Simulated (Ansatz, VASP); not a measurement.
# Si: VASP beside Ansatz

```
CELL_PARAMETERS angstrom
-3.34747 3.34747 1.93512
3.34747 -3.34747 1.93512
3.34747 3.34747 -1.93512
ATOMIC_POSITIONS crystal
Si 0.82120 0.17880 0.00000
Si 0.17880 0.82120 0.00000
Si 0.82120 0.82120 0.64240
Si 0.17880 0.17880 0.35760
```

Alike in both runs: task single point; functional r2SCAN; k mesh 8 × 8 × 8; occupations fermi-dirac, width 0.05 eV; no spin polarisation.

|  | VASP | Ansatz |
| --- | --- | --- |
| version | VASP 6.6.1 | Ansatz 0.2.0 |
| potentials or method | VASP PAW PBE potentials, release 64 (Si) | Ansatz PAW |
| plane-wave cutoff (eV) | 520 | 500 |
| valence electrons in the cell | 16 | 16 |

Ansatz gave:

```
gap on the k mesh at the Fermi level (eV)                     : 0.47
least direct gap on the mesh (eV)                             : 0.60
pressure (GPa)                                                : -1.6
traceless stress, the component that is largest in VASP (GPa) : -0.09
rms of the force components (eV/Å)                            : 0.016
```

Problem. Which values does VASP return?

Solution. gap on the k mesh at the Fermi level (eV): 0.48; least direct gap on the mesh (eV): 0.61; pressure (GPa): -1.8; traceless stress, the component that is largest in VASP (GPa): -0.13; rms of the force components (eV/Å): 0.016.

VASP's potentials were made for PBE, not for r2SCAN. Atom by atom the forces differ by 0.000 eV/Å (rms over components). The functional is the same, so the differences come from potentials, cutoffs and numerics.
